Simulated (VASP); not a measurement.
A run of VASP 6.6.1 is set up as follows.

Contents of INCAR:

```
SYSTEM = CuO
PREC     = Accurate       ! precision mode
ENCUT    = 520            ! plane-wave cutoff, eV
EDIFF    = 1E-6           ! SCF threshold, eV
ISMEAR   = -1             ! smearing method
SIGMA    = 0.03           ! smearing width, eV
LREAL    = .FALSE.        ! projectors in reciprocal space
LASPH    = .TRUE.         ! aspherical terms in the spheres
NELM     = 150            ! most SCF steps
ALGO     = Normal         ! electronic algorithm
ISIF     = 2              ! what is computed and relaxed
LWAVE    = .FALSE.        ! write WAVECAR
LCHARG   = .TRUE.         ! write CHGCAR
ISPIN    = 2              ! spin polarisation
MAGMOM   = 0.1 0.1 0 0    ! initial moments
LORBIT   = 11             ! projections on sites
LMAXMIX  = 4              ! l up to which the mixer works
GGA      = PE             ! functional
LELF     = .TRUE.         ! ELF
LVHAR    = .TRUE.       
NBANDS   = 29             ! bands
```

Contents of KPOINTS:

```
regular mesh
0
G
  7 7 4
  0 0 0
```

The input POSCAR:

```
CuO
1.0
    2.3446500000     -1.7134000000      0.0000000000
    2.3446500000      1.7134000000      0.0000000000
   -0.8605500000      0.0000000000      5.0594400000
Cu O
2 2
Direct
    0.0032000000      0.4968000000      0.0000000000
    0.4968000000      0.0032000000      0.5000000000
    0.5714000000      0.4056000000      0.2537000000
    0.4056000000      0.5714000000      0.7537000000
```

Potentials or basis: VASP PAW PBE potentials, release 64 (Cu, O).

Launch:

```console
$ cat potpaw_PBE.64/Cu/POTCAR potpaw_PBE.64/O/POTCAR > POTCAR
$ mpirun -np 1 vasp_std > vasp.out
```

**Question.** What does it give for the pressure?

**Answer.** 6.4 GPa.

**Question.** What does it give for the largest force?

**Answer.** 0.783 eV/Å.

**Question.** Predict the band gap on the k mesh.

**Answer.** Zero (filled and empty bands overlap).

**Question.** What does it give for the net moment?

**Answer.** 0.00 μB per cell.

Stress tensor (GPa, compression positive):
```
 6.30  0.00 -1.80
 0.00  6.95  0.00
-1.80  0.00  5.83
```

Caveat: the cell stands under pressure; semilocal functionals often make such compounds metallic where correlation or magnetic order opens a gap, which also shifts bond lengths. With open d or f shells a metallic result of PBE can be an artefact of self-interaction; +U or a hybrid may open a gap.
